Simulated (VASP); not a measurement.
V:

```
V
1.0
    -1.52481    1.52481    1.52481
     1.52481   -1.52481    1.52481
     1.52481    1.52481   -1.52481
V
1
Direct
  0.00000 0.00000 0.00000
```

| Quantity | Value |
| --- | --- |
| Program | VASP 6.6.1 |
| Task | relaxation of cell and atoms |
| Functional | PBEsol |
| Potentials or basis | VASP PAW PBE potentials, release 64 (V_sv) |
| Cutoff | 600 eV |
| k mesh | 10 × 10 × 10 |
| Occupations | gaussian, width 0.1 eV |
| Spin | no spin polarisation |

At the start: pressure -14.2 GPa; volume 14.18 Å³/atom.

**Question.** How do energy, volume and symmetry change on relaxing?

**Answer.** Over 3 steps the energy falls by 54.6 meV/atom and the volume is 13.07 Å³/atom (-7.9 %); space group Im-3m (No. 229, to 0.05 Å).

The path:
| step | energy change (eV) | largest force (eV/Å) | pressure (GPa) | volume (Å³) |
| --- | --- | --- | --- | --- |
| 1 | 0.0000 | 0.0000 | -14.22 | 14.18 |
| 2 | 0.0365 | 0.0000 | 24.27 | 11.75 |
| 3 | -0.0546 | 0.0000 | -0.25 | 13.07 |

Final structure:
```yaml
crystal:
  lattice:
    - [-1.48372, 1.48372, 1.48372]
    - [1.48372, -1.48372, 1.48372]
    - [1.48372, 1.48372, -1.48372]
  atoms:
    - { symbol: V, position: [0.00000, 0.00000, 0.00000] }
```

Caveat: the PAW data sets were made with another functional, which shifts forces and pressure a little.
